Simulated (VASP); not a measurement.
Here is a VASP 6.6.1 calculation.

INCAR

```
ALGO = Normal ; EDIFF = 1E-6
ENCUT = 520 ; GGA = CA
ISIF = 2 ; ISMEAR = 1
LASPH = T ; LCHARG = F
LREAL = F ; LWAVE = F
NBANDS = 27 ; NELM = 100
PREC = Accurate ; SIGMA = 0.1
```

Contents of KPOINTS:

```
k-points
0
Gamma
  6 6 6
```

File POSCAR:

```
CdSnTe2
1.0
    2.2419870046      1.2944118006      7.1076178158
   -2.2419870046      1.2944118006      7.1076178158
    0.0000000000     -2.5888236013      7.1076178158
Te Sn Cd
2 1 1
Direct
    0.2544020000      0.2544020000      0.2544020000
    0.7455980000      0.7455980000      0.7455980000
    0.5000000000      0.5000000000      0.5000000000
    0.0000000000      0.0000000000      0.0000000000
```

Potentials or basis: VASP PAW LDA potentials, release 64 (Te, Sn_d, Cd).

Command:

```console
$ cat potpaw_LDA.64/Te/POTCAR potpaw_LDA.64/Sn_d/POTCAR potpaw_LDA.64/Cd/POTCAR > POTCAR
$ mpirun -np 1 vasp_std > vasp.out
```

Task: What does it give for the largest force?

Result: 0.080 eV/Å.

Task: What does it give for the pressure?

Result: -4.1 GPa.

Task: What does it give for the band gap on the k mesh?

Result: Zero (band 19 reaches 5.02 eV, above the bottom of band 20 at 4.51 eV).

Forces in eV/Å, atoms in the order of the input:
```
Te   0.000  0.000  0.080
Te   0.000  0.000 -0.080
Sn   0.000  0.000  0.000
Cd   0.000  0.000  0.000
```

Caveat: spin-orbit coupling is left out, which moves the levels of the heavy elements.
